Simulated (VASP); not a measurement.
Runs of VASP 6.6.1 on Mo. The structure is that of space group Pm-3m (No. 221), or close to it. The cells are those of the table. 

```csv
task,cell,k mesh,cutoff (eV),gap on the mesh (eV),pressure (GPa)
single point,"a = 2.614 Å, 1 atom",12 × 12 × 12,520,none,0.4
single point,"a = 2.614 Å, 1 atom",14 × 14 × 14,520,none,-0.5
single point,"a = 2.682 Å, 1 atom",14 × 14 × 14,520,none,(a)
relaxation of cell and atoms,"relaxed from a = 2.563 Å, 1 atom",12 × 12 × 12,600,none,0.0
single point,"a = 2.648 Å, 1 atom",14 × 14 × 14,520,none,-7.0
single point,"a = 2.578 Å, 1 atom",14 × 14 × 14,520,none,7.5
single point,"a = 2.505 Å, 1 atom",14 × 14 × 14,520,none,(b)
```

Alike in all rows: level revPBE; potentials or basis VASP PAW PBE potentials, release 64 (Mo_sv); no spin polarisation; smearing fermi-dirac 0.1 eV.

Q: Estimate the missing entries.

A: (a) -12.3; (b) 29.9.

Caveats: the PAW data sets were made with another functional, which shifts forces and pressure a little.

A k mesh can miss the band edges, and the runs leave out spin-orbit coupling on Mo.

A gap of «none» marks levels without a gap at the run's occupations.
